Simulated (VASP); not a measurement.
Crystal: BaTiO3.

```
CELL_PARAMETERS angstrom
2.82737 1.63238 2.31839
-2.82737 1.63238 2.31839
0.00000 -3.26476 2.31839
ATOMIC_POSITIONS crystal
Ba 0.00000 0.00000 0.00000
Ti 0.48450 0.48450 0.48450
O 0.50860 0.01750 0.50860
O 0.01750 0.50860 0.50860
O 0.50860 0.50860 0.01750
```

Base run:

```yaml
Program: VASP 6.6.1
Functional: PBE0
Potentials_or_basis: VASP PAW PBE potentials, release 64 (Ba_sv, Ti_sv, O)
Cutoff: 520 eV
k_mesh: 4 × 4 × 4
Occupations: fermi-dirac, width 0.05 eV
Spin: no spin polarisation
```

Its results: band gap on the k mesh 4.60 eV, indirect (least direct gap 4.99 eV); pressure 1.3 GPa; largest force 0.126 eV/Å.

**Question.** The run is repeated on the same cell with these changes: functional from PBE0 to PBEsol; cutoff from 520 eV to 600 eV; occupations from fermi-dirac, width 0.05 eV to gaussian, width 0.01 eV. What comes out?

**Answer.** Band gap on the k mesh 2.34 eV, indirect (least direct gap 2.74 eV); pressure 0.5 GPa; largest force 0.130 eV/Å.

Caveats: the PAW data sets were made with another functional, which shifts forces and pressure a little; spin-orbit coupling is left out, which moves the levels of the heavy elements.

A k mesh can miss the band edges.
